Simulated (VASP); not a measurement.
Wanted: the native input for a VASP 6.6.1 run.

```
Task                   : single point
Functional             : PBE
Potentials or basis    : VASP PAW PBE potentials, release 64 (B, Ru_pv)
Cutoff                 : 520 eV
k mesh                 : 12 × 12 × 12
Occupations            : gaussian, width 0.1 eV
Spin                   : no spin polarisation
Dipole correction      : no
Further INCAR settings : ALGO = Normal; EDIFF = 1e-07; NBANDS = 24
```

The structure of B5Ru lies in POSCAR:

```
B5Ru
1.0
    4.1038519949      0.0000000000      0.0000000000
   -2.0519259975      3.5540400809      0.0000000000
    0.0000000000      0.0000000000      2.9988533273
B Ru
5 1
Direct
    0.3333333333      0.6666666667      0.0000000000
    0.6666666667      0.3333333333      0.0000000000
    0.5000000000      0.0000000000      0.5000000000
    0.5000000000      0.5000000000      0.5000000000
    0.0000000000      0.5000000000      0.5000000000
    0.0000000000      0.0000000000      0.0000000000
```

The cell was generated, and may not be a known phase.

One way to write it, as run:

INCAR

```
PREC = Accurate
ENCUT = 520
EDIFF = 1E-7
ISMEAR = 0
SIGMA = 0.1
LREAL = False
LASPH = True
NELM = 100
ALGO = Normal
ISIF = 2
LWAVE = False
LCHARG = False
GGA = PE
NBANDS = 24
```

KPOINTS

```
regular mesh
0
Gamma
  12 12 12
```

Potentials or basis: VASP PAW PBE potentials, release 64 (B, Ru_pv).

The run is started by

```bash
$ cat potpaw_PBE.64/B/POTCAR potpaw_PBE.64/Ru_pv/POTCAR > POTCAR
$ mpirun -np 1 vasp_std > vasp.out
```

Results of the run:

The pressure is 0.0 GPa. The band gap on the k mesh is zero (an odd number of electrons rules out a gap without spin polarisation).

Run time: 110 s on 1 thread of Intel(R) Xeon(R) Platinum 8488C (Sapphire Rapids) (shared host), peak memory 0.24 GiB.
